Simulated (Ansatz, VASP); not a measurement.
# Two plane-wave programs on Ta3S

```xyz
4
Lattice="4.1108 0.0000 0.0000 0.0000 4.1108 0.0000 0.0000 0.0000 4.1108" Properties=species:S:1:pos:R:3 pbc="T T T"
Ta    0.0000    2.0554    2.0554
Ta    2.0554    0.0000    2.0554
Ta    2.0554    2.0554    0.0000
S     0.0000    0.0000    0.0000
```

Alike in both runs: task relaxation of cell and atoms; functional PBE; k mesh 12 × 12 × 12; occupations gaussian, width 0.1 eV; no spin polarisation.

|  | VASP | Ansatz |
| --- | --- | --- |
| version | VASP 6.6.1 | Ansatz 0.2.0 |
| potentials or method | VASP PAW PBE potentials, release 64 (Ta_pv, S), cutoff 600 eV | scalar-relativistic, plane waves, PAW |
| valence electrons in the cell | 39 | 45 |

Ansatz gave:

| Property | Result |
| --- | --- |
| gap on the k mesh at the Fermi level, each at its own relaxed structure (eV) | none |
| relaxed volume (Å³/atom) | 17.08 |
| relaxed length of the cell vector where the two differ most in proportion (Å) | 4.088 |

Problem. What did VASP give for the same quantities?

Solution. gap on the k mesh at the Fermi level, each at its own relaxed structure (eV): none; relaxed volume (Å³/atom): 17.10; relaxed length of the cell vector where the two differ most in proportion (Å): 4.090.

A gap of «none» marks a metal or a gap that the smearing closes. VASP's potentials hold 39 valence electrons a cell and Ansatz's 45, so a difference there can come from the potentials and not from the codes.

Neither program's run includes spin-orbit coupling.
